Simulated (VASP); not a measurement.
# LiBe2 in VASP: further runs

Runs on LiBe2. Level: PBE. Tasks: single point, relaxation of cell and atoms.

Program: VASP 6.6.1. These are calculated values, not measurements. Logs are shortened: lines on timing, memory, paths and dates and some standing lists are left out, and cuts for length are marked.

## (1) The cell of the first run

The typed cell holds 6 atoms: a = 2.206 Å, b = 3.841 Å, c = 6.639 Å, α = 90.00°, β = 90.08°, γ = 90.02°.

## (2) Single point, PBE

The input, INCAR:

```
PREC = Accurate
ENCUT = 520
EDIFF = 1E-6
ISMEAR = 0
SIGMA = 0.2
LREAL = False
LASPH = True
NELM = 100
ALGO = Fast
ISIF = 2
LWAVE = False
LCHARG = False
GGA = PE
NBANDS = 16
```

The input, KPOINTS:

```
regular mesh
0
Gamma
  10 6 4
```

The input, POSCAR:

```
LiBe2
1.0
   -0.0003766122     -0.0016104906      2.2056808506
    3.8407642854      0.0001409302     -0.0007895119
    0.0000800115      6.6389959507     -0.0048346513
Li Be
2 4
Direct
    0.9996162320      0.4999845530      0.4999858829
    0.0004416288      0.0000173759      0.0000122459
    0.7089981144      0.4999112218      0.1668854238
    0.7091008092     -0.0001336152      0.6668899664
    0.2909029186      0.0000908879      0.3331354103
    0.2909402970      0.5001295765      0.8330910707
```

Potentials or basis: VASP PAW PBE potentials, release 64 (Li_sv, Be).

On the command line:

```console
cat potpaw_PBE.64/Li_sv/POTCAR potpaw_PBE.64/Be/POTCAR > POTCAR
mpirun -np 1 vasp_std > vasp.out
```

OUTCAR:

```text
PREC = Accurate
   ENCUT = 520
   EDIFF = 1E-6
   ISMEAR = 0
   LREAL = False
   LASPH = True
   NELM = 100
   ISIF = 2
   GGA = PE

 ion  position               nearest neighbor table
   1  1.000  0.500  0.500-   3 2.30   6 2.30   4 2.31   4 2.31   5 2.31   5 2.31
   2  0.000  0.000  0.000-   5 2.30   4 2.30   6 2.31   6 2.31   3 2.31   3 2.31
   3  0.709  0.500  0.167-   1 2.30   2 2.31   2 2.31
   4  0.709  1.000  0.667-   2 2.30   1 2.31   1 2.31
   5  0.291  0.000  0.333-   2 2.30   1 2.31   1 2.31
   6  0.291  0.500  0.833-   1 2.30   2 2.31   2 2.31

  LATTYP: Found a triclinic cell.
 ALAT       =     2.2056814707
 B/A-ratio  =     3.0099530688
 C/A-ratio  =     1.7413050888
 COS(alpha) =     0.0000488947
 COS(beta)  =     0.0003763343
 COS(gamma) =     0.0014583773

  Lattice vectors:

 A1 = (   0.0003766122,   0.0016104906,  -2.2056808506)
 A2 = (   0.0000800115,   6.6389959507,  -0.0048346513)
 A3 = (   3.8407642854,   0.0001409302,  -0.0007895119)

Analysis of symmetry for initial positions (statically):
=====================================================================
 Subroutine PRICEL returns:
 Original cell was already a primitive cell.

 Routine SETGRP: Setting up the symmetry group for a
 triclinic supercell.

 Subroutine GETGRP returns: Found  1 space group operations
 (whereof  1 operations were pure point group operations)
 out of a pool of  2 trial point group operations.

The static configuration has the point symmetry C_1 .

Analysis of symmetry for dynamics (positions and initial velocities):
=====================================================================
 Subroutine PRICEL returns:
 Original cell was already a primitive cell.

 Routine SETGRP: Setting up the symmetry group for a
 triclinic supercell.

 Subroutine GETGRP returns: Found  1 space group operations
 (whereof  1 operations were pure point group operations)
 out of a pool of  2 trial point group operations.

The dynamic configuration has the point symmetry C_1 .

 Subroutine INISYM returns: Found  1 space group operations
 (whereof  1 operations are pure point group operations),
 and found     1 'primitive' translations

----------------------------------------------------------------------------------------

                                     Primitive cell

  volume of cell :      56.2422

  direct lattice vectors                    reciprocal lattice vectors
    -0.000376612 -0.001610491  2.205680851     0.000093184  0.000330156  0.453375005
     3.840764285  0.000140930 -0.000789512     0.260364855 -0.000003105  0.000044454
     0.000080011  6.638995951 -0.004834651    -0.000005504  0.150625266  0.000109979

  length of vectors
     2.205681471  3.840764369  6.638997712     0.453375135  0.260364859  0.150625306

  position of ions in fractional coordinates (direct lattice)
     0.999616232  0.499984553  0.499985883
     0.000441629  0.000017376  0.000012246
     0.708998114  0.499911222  0.166885424
     0.709100809  0.999866385  0.666889966
     0.290902919  0.000090888  0.333135410
     0.290940297  0.500129577  0.833091071

  ion indices of the primitive-cell ions
   primitive index   ion index
                 1           1
                 2           2
                 3           3
                 4           4
                 5           5
                 6           6

----------------------------------------------------------------------------------------

 KPOINTS: regular mesh

Automatic generation of k-mesh.
 Grid dimensions read from file:
 generate k-points for:   10    6    4

 Generating k-lattice:

  Cartesian coordinates                     Fractional coordinates (reciprocal lattice)
     0.000009318  0.000033016  0.045337501     0.100000000 -0.000000000  0.000000000
     0.043394142 -0.000000518  0.000007409    -0.000000000  0.166666667  0.000000000
    -0.000001376  0.037656317  0.000027495     0.000000000 -0.000000000  0.250000000

  Length of vectors
     0.045337513  0.043394143  0.037656327

  Shift w.r.t. Gamma in fractional coordinates (k-lattice)
     0.000000000  0.000000000  0.000000000

 Subroutine IBZKPT returns following result:
 ===========================================

 Found    124 irreducible k-points:

 Following reciprocal coordinates:
            Coordinates               Weight
  0.000000  0.000000  0.000000      1.000000
  0.100000 -0.000000  0.000000      2.000000
  0.200000 -0.000000  0.000000      2.000000
  0.300000 -0.000000 -0.000000      2.000000
  0.400000 -0.000000 -0.000000      2.000000
  0.500000  0.000000  0.000000      1.000000
[... 16 lines left out ...]
 -0.400000  0.333333  0.000000      2.000000
 -0.300000  0.333333  0.000000      2.000000
 [... further k-points ...]
   k-points           NKPTS =    124   k-points in BZ     NKDIM =    124   number of bands    NBANDS=     16
   number of dos      NEDOS =    301   number of ions     NIONS =      6
   total plane-waves  NPLWV =  24000
   dimension x,y,z NGX =    16 NGY =   30 NGZ =   50
   dimension x,y,z NGXF=    32 NGYF=   60 NGZF=  100
   ions per type =               2   4
   NGX,Y,Z   is equivalent  to a cutoff of  12.06, 12.99, 12.52 a.u.
   NGXF,Y,Z  is equivalent  to a cutoff of  24.12, 25.97, 25.04 a.u.
 SYSTEM =  unknown system
   PREC   = accura    normal or accurate (medium, high low for compatibility)
   ISTART =      0    job   : 0-new  1-cont  2-samecut
   ICHARG =      2    charge: 1-file 2-atom 10-const
   ISPIN  =      1    spin polarized calculation?
   LNONCOLLINEAR =      F non collinear calculations
   LSORBIT =      F    spin-orbit coupling
   LASPH  =      T    aspherical Exc in radial PAW
   ENCUT  =  520.0 eV  38.22 Ry    6.18 a.u.   4.10  7.14 12.34*2*pi/ulx,y,z
   NELM   =    100;   NELMIN=  2; NELMDL= -5     # of ELM steps
   EDIFF  = 0.1E-05   stopping-criterion for ELM
   LREAL  =      F    real-space projection
[... 7 lines left out ...]
   TEBEG  =    0.0;   TEEND  =   0.0 temperature during run
   PSTRESS=    0.0 pullay stress
   NELECT =      14.0000    total number of electrons
   NUPDOWN=      -1.0000    fix difference up-down
   EMIN   =  10.00;   EMAX   =-10.00  energy-range for DOS
   EFERMI =   0.00;   METHOD = LEGACY
   ISMEAR =     0;   SIGMA  =   0.20  broadening in eV -4-tet -1-fermi 0-gaus
   EFERMI_NEDOS =   21; number of points for ismear=-14 and -15
   IALGO  =     68    algorithm
   IMIX   =      4    mixing-type and parameters
     AMIX     =   0.40;   BMIX     =  1.00
     AMIX_MAG =   1.60;   BMIX_MAG =  1.00
  volume/ion in A,a.u.               =       9.37        63.26
  Fermi-wavevector in a.u.,A,eV,Ry     =   1.029825  1.946087 14.429511  1.060539
  Thomas-Fermi vector in A             =   2.163892
   LORBIT       =      0    0 simple, 1 ext, 2 COOP (PROOUT), +10 PAW based schemes
   GGA     = PE    functional components
   LHFCALC =     F    Hartree Fock is set to
   AEXX    =    0.0000 exact exchange contribution
   IVDW    =     0    specifies the selected vdW correction
   LEPSILON=     F    determine dielectric tensor
   LRPA    =     F    only Hartree local field effects (RPA)
 non-spin polarized calculation
 RMM-DIIS sequential band-by-band and
 Gauss-broadening in eV      SIGMA  =   0.20
  energy-cutoff  :      520.00
  volume of cell :       56.24
 maximum number of plane-waves:      1538
   NGX =  9   NGY = 15   NGZ = 25

 number of electron      14.0000008 magnetization

 Free energy of the ion-electron system (eV)
  ---------------------------------------------------
  ext. energy  EPLUGINS =         0.00000000
  ---------------------------------------------------
  free energy    TOTEN  =       -18.08000994 eV

  energy without entropy =      -18.06474077  energy(sigma->0) =      -18.07237535

 E-fermi :   4.3965     XC(G=0):  -9.7874

 val. band max:        4.3933717503   @ k =   0.2000  -0.1667   0.2500
 cond. band min:       4.4133813121   @ k =  -0.2000   0.1667   0.2500
 fundamental gap:      0.0200095618
 Fermi energy:         4.3965333814

 k-point     1 :       0.0000    0.0000    0.0000
  band No.  band energies     occupation
      1     -41.1008      2.00000
      2     -41.0996      2.00000
      3      -3.7522      2.00000
      4      -2.0438      2.00000
      5      -0.6757      2.00000
      6       2.0475      2.00000
[... 8 lines left out ...]
     15      15.7192      0.00000
     16      16.0311      0.00000

 k-point     2 :       0.1000   -0.0000    0.0000
  band No.  band energies     occupation
      1     -41.0860      2.00000
      2     -41.0847      2.00000
      3      -3.5344      2.00000
      4      -1.8070      2.00000
      5      -0.4511      2.00000
      6       2.3471      2.00000
[... 8 lines left out ...]
     15      15.6952      0.00000
     16      16.3190      0.00000

 k-point     3 :       0.2000   -0.0000    0.0000
  band No.  band energies     occupation
      1     -41.0466      2.00000
      2     -41.0456      2.00000
      3      -2.8816      2.00000
      4      -1.1048      2.00000
      5       0.2106      2.00000
      6       3.2438      2.00000
[... 8 lines left out ...]
     15      15.0161      0.00000
     16      15.2570      0.00000

 k-point     4 :       0.3000   -0.0000   -0.0000
  band No.  band energies     occupation
      1     -40.9980      2.00000
      2     -40.9968      2.00000
      3      -1.7959      2.00000
      4       0.0293      2.00000
      5       1.2587      2.00000
      6       4.7304      0.01823
[... 8 lines left out ...]
     15      12.8275      0.00000
     16      14.7594      0.00000

 k-point     5 :       0.4000   -0.0000   -0.0000
  band No.  band energies     occupation
      1     -40.9581      2.00000
      2     -40.9573      2.00000
      3      -0.2841      2.00000
      4       1.4784      2.00000
      5       2.5203      2.00000
      6       3.9837      1.99649
[... 8 lines left out ...]
     15      11.8218      0.00000
     16      12.3172      0.00000

 k-point     6 :       0.5000    0.0000    0.0000
  band No.  band energies     occupation
      1     -40.9429      2.00000
      2     -40.9420      2.00000
      3       1.4233      2.00000
      4       1.9074      2.00000
      5       2.5021      2.00000
      6       3.2826      2.00000
[... 8 lines left out ...]
     15      11.7465      0.00000
     16      11.7994      0.00000
[... 267 lines left out ...]
 k-point    21 :       0.4000    0.3333    0.0000
  band No.  band energies     occupation
      1     -40.9576      2.00000
      2     -40.9572      2.00000
      3       0.4527      2.00000
      4       2.2488      2.00000
      5       2.2575      2.00000
      6       3.7564      1.99999
[... 8 lines left out ...]
     15      12.0708      0.00000
     16      13.7607      0.00000

 k-point    22 :       0.5000    0.3333    0.0000
  band No.  band energies     occupation
      1     -40.9423      2.00000
      2     -40.9420      2.00000
      3       2.1521      2.00000
      4       2.3342      2.00000
      5       3.0863      2.00000
      6       3.0962      2.00000
[... 8 lines left out ...]
     15      11.8568      0.00000
     16      14.3276      0.00000

 k-point    23 :      -0.4000    0.3333    0.0000
  band No.  band energies     occupation
      1     -40.9576      2.00000
      2     -40.9572      2.00000
      3       0.4503      2.00000
      4       2.2476      2.00000
      5       2.2587      2.00000
      6       3.7602      1.99999
[... 8 lines left out ...]
     15      12.0663      0.00000
     16      13.8370      0.00000

 k-point    24 :      -0.3000    0.3333    0.0000
  band No.  band energies     occupation
      1     -40.9972      2.00000
      2     -40.9968      2.00000
      3      -1.0455      2.00000
      4       0.8766      2.00000
      5       0.8865      2.00000
      6       2.9366      2.00000
[... 8 lines left out ...]
     15      13.0607      0.00000
     16      13.7079      0.00000

 [... further k-points ...]

------------------------ aborting loop because EDIFF is reached ----------------------------------------

  FORCE on cell =-STRESS in cart. coord.  units (eV):
  Direction    XX          YY          ZZ          XY          YZ          ZX
  --------------------------------------------------------------------------------------
  -------------------------------------------------------------------------------------
  Total        0.0196876      0.0193339      0.0184467      0.0020660      0.0028756      0.0103778
  in kB        0.5608438      0.5507654      0.5254916      0.0588530      0.0819171      0.2956344
  external PRESSURE =       0.5457003 kB  Pullay stress =       0.0000000 kB

 VOLUME and BASIS-vectors are now :
 -----------------------------------------------------------------------------
  energy-cutoff  :      520.00
  volume of cell :       56.24
      direct lattice vectors                 reciprocal lattice vectors
    -0.000376612 -0.001610491  2.205680851     0.000093184  0.000330156  0.453375005
     3.840764285  0.000140930 -0.000789512     0.260364855 -0.000003105  0.000044454
     0.000080011  6.638995951 -0.004834651    -0.000005504  0.150625266  0.000109979

 POSITION                                       TOTAL-FORCE (eV/Angst)
 -----------------------------------------------------------------------------------
      1.91999      3.31786      2.20202        -0.000128      0.000239      0.000398
      0.00007      0.00008      0.00097         0.000060     -0.000128     -0.000515
      1.91979      1.10688      1.56262         0.002282      0.000569     -0.001966
      3.84004      4.42648      1.56004         0.002773      0.001397     -0.002592
      0.00027      2.21122      0.64003        -0.002303     -0.001151      0.002340
      1.92084      5.53049      0.63730        -0.002683     -0.000926      0.002336
 -----------------------------------------------------------------------------------
    total drift:                               -0.000002     -0.000000     -0.000004

  FREE ENERGIE OF THE ION-ELECTRON SYSTEM (eV)
  ---------------------------------------------------
  free  energy   TOTEN  =       -18.0800099419 eV

  energy  without entropy=      -18.0647407679  energy(sigma->0) =      -18.07237535
```

Run time: 99 s. Hardware: 1 thread of Intel Xeon 6975P-C (Granite Rapids), shared host; peak memory 0.21 GiB.

Results:

```
Free energy            : -18.0800 eV
Largest force          : 0.004 eV/Å
Band gap on the k mesh : zero (bands 7 and 8 overlap by 6.40 eV)
```

Forces in eV/Å, atoms in the order of the input:
```
Li   0.000  0.000  0.000
Li   0.000  0.000 -0.001
Be   0.002  0.001 -0.002
Be   0.003  0.001 -0.003
Be  -0.002 -0.001  0.002
Be  -0.003 -0.001  0.002
```

Levels at points of the mesh, in eV from the Fermi level:
```tsv
k point	band 5	band 6	band 7	band 8	band 9	band 10
(0.00, 0.00, 0.00)	-5.07	-2.35	0.24	0.26	1.81	1.82
(0.50, 0.00, 0.00)	-1.89	-1.11	0.78	3.49	4.83	5.13
(0.00, 0.50, 0.00)	-4.53	-4.53	-3.11	-3.11	5.25	5.25
(0.50, 0.50, 0.00)	-1.53	-1.53	1.29	1.29	3.59	3.59
(0.00, 0.00, 0.50)	-2.75	-2.75	-1.55	-1.55	2.94	2.94
(0.50, 0.00, 0.50)	-2.15	-2.15	3.28	3.29	4.88	4.88
(0.00, 0.50, 0.50)	-5.08	-5.08	-2.33	-2.33	3.11	3.11
(0.50, 0.50, 0.50)	-1.11	-1.11	0.79	0.79	3.46	3.47
```

Caveat: the cutoff is under 1.25 times the usual one of these potentials, so pressure, stress and relaxed cells hold a basis-set (Pulay) error.

(Continued in part 2 of 2.)
